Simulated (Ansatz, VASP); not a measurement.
## Al3C2: VASP beside Ansatz

```
CELL_PARAMETERS angstrom
5.17753 0.00000 0.00000
-2.58876 4.48387 0.00000
0.00000 0.00000 5.33385
ATOMIC_POSITIONS crystal
Al 0.32590 0.03963 0.25000
Al 0.67410 0.96037 0.75000
Al 0.96037 0.28627 0.25000
Al 0.03963 0.71373 0.75000
Al 0.71373 0.67410 0.25000
Al 0.28627 0.32590 0.75000
C 0.33333 0.66667 0.25000
C 0.66667 0.33333 0.75000
C 0.00000 0.00000 0.00000
C 0.00000 0.00000 0.50000
```

Change from the starting cell: species swapped into the Tm3Ru2 type (P6_3/m, No. 176).

Alike in both runs: functional PBE; k mesh 3 × 3 × 4; occupations gaussian, width 0.1 eV; no spin polarisation.

Ansatz relaxed the structure, and its values are those at the end. VASP's run is a single point on that final structure, the one shown.

|  | VASP | Ansatz |
| --- | --- | --- |
| version | VASP 6.6.1 | Ansatz 0.2.0 |
| potentials or method | VASP PAW PBE potentials, release 64 (Al, C), cutoff 520 eV | scalar-relativistic, plane waves, PAW |
| valence electrons in the cell | 34 | 34 |

Ansatz gave:

```
gap on the k mesh at the Fermi level (eV) : none
pressure (GPa)                            : -0.1
rms of the force components (eV/Å)        : 0.004
```

Question: Estimate VASP's values.

Answer: gap on the k mesh at the Fermi level (eV): none; pressure (GPa): -0.1; rms of the force components (eV/Å): 0.002.

A gap of «none» marks a metal or a gap that the smearing closes. The functional is the same, so the differences come from potentials, cutoffs and numerics.

The k mesh is coarse, so the values compare programs but aren't converged.
